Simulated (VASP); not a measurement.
Write the native input for VASP 6.6.1 that does the following.

```
Task                   : single point
Functional             : PBE
Potentials or basis    : VASP PAW PBE potentials, release 64 (Sc_sv)
Cutoff                 : 520 eV
k mesh                 : 12 × 12 × 4
Occupations            : fermi-dirac, width 0.1 eV
Spin                   : no spin polarisation
Dipole correction      : no
Further INCAR settings : ALGO = Normal; EDIFF = 1e-07; NBANDS = 30
```

The structure of Sc lies in POSCAR:

```
Sc
1.0
    3.2958999280      0.0000000000      0.0000000000
   -1.6479499640      2.8543330660      0.0000000000
    0.0000000000      0.0000000000     10.5197996409
Sc
4
Direct
    0.0000000000      1.0000000000      0.0000000000
    0.0000000000      1.0000000000      0.5000000000
    0.3333333333      0.6666666667      0.2500000000
    0.6666666667      0.3333333333      0.7500000000
```

These files were run (other wordings do the same):

INCAR

```
PREC     = Accurate       # precision mode
ENCUT    = 520            # plane-wave cutoff, eV
EDIFF    = 1E-7           # SCF threshold, eV
ISMEAR   = -1             # smearing method
SIGMA    = 0.1            # smearing width, eV
LREAL    = F              # projectors in reciprocal space
LASPH    = T              # aspherical terms in the spheres
NELM     = 80             # most SCF steps
ALGO     = Normal         # electronic algorithm
ISIF     = 2              # what is computed and relaxed
LWAVE    = F              # write WAVECAR
LCHARG   = F              # write CHGCAR
GGA      = PE             # functional
NBANDS   = 30             # bands
```

KPOINTS

```
regular mesh
0
Gamma
  12 12 4
```

Potentials or basis: VASP PAW PBE potentials, release 64 (Sc_sv).

Command:

```sh
$ cat potpaw_PBE.64/Sc_sv/POTCAR > POTCAR
$ mpirun -np 1 vasp_std > vasp.out
```

Results of the run:

The pressure is 0.0 GPa. The band gap on the k mesh is zero (band 22 reaches 4.51 eV, above the bottom of band 23 at 3.34 eV).

Wall time 3.1 min on 1 thread of Intel Xeon 6975P-C, on a shared host, peak memory 0.31 GiB.
